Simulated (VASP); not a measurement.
A run of VASP 6.6.1:

Contents of POSCAR:

```
Cu
1.0
    2.5172030200      0.0000000000      0.0000000000
   -1.2586010133      2.1799613867      0.0000000000
    0.0000000000      0.0000000000      4.1679585379
Cu
2
Direct
    0.3333333333      0.6666666667      0.2500000000
    0.6666666667      0.3333333333      0.7500000000
```

Contents of INCAR.step1:

```
ALGO     = Normal         # electronic algorithm
EDIFF    = 1E-4           # SCF threshold, eV
ENCUT    = 520            # plane-wave cutoff, eV
GGA      = PE             # functional
ISMEAR   = -1             # smearing method
LASPH    = T              # aspherical terms in the spheres
LCHARG   = F              # write CHGCAR
LREAL    = F              # projectors in reciprocal space
LWAVE    = T              # write WAVECAR
NBANDS   = 18             # bands
NELM     = 60             # most SCF steps
PREC     = Accurate       # precision mode
SIGMA    = 0.1            # smearing width, eV
```

INCAR.step2

```
ALGO     = Normal         # electronic algorithm
EDIFF    = 1E-6           # SCF threshold, eV
ENCUT    = 520            # plane-wave cutoff, eV
ISIF     = 2              # what is computed and relaxed
ISMEAR   = -1             # smearing method
ISTART   = 1            
LASPH    = T              # aspherical terms in the spheres
LCHARG   = F              # write CHGCAR
LMIXTAU  = T            
LREAL    = F              # projectors in reciprocal space
LWAVE    = F              # write WAVECAR
METAGGA  = R2SCAN         # meta-GGA
NBANDS   = 18             # bands
NELM     = 60             # most SCF steps
PREC     = Accurate       # precision mode
SIGMA    = 0.1            # smearing width, eV
```

The input KPOINTS:

```
k-points
0
Gamma
  16 16 9
```

Potentials or basis: VASP PAW PBE potentials, release 64 (Cu).

Command:

```console
$ cat potpaw_PBE.64/Cu/POTCAR > POTCAR
$ cp INCAR.step1 INCAR
$ mpirun -np 1 vasp_std > vasp.out
$ cp INCAR.step2 INCAR
$ mpirun -np 1 vasp_std > vasp.out
```

Hardware: 1 thread of Intel(R) Xeon(R) 6975P-C (Granite Rapids), with other jobs on the host.

**Question.** Estimate the wall time of this run.

**Answer.** Run time: 2 min on 1 thread of Intel(R) Xeon(R) 6975P-C (Granite Rapids) (shared host), peak memory 0.17 GiB. Counts: k points 150.
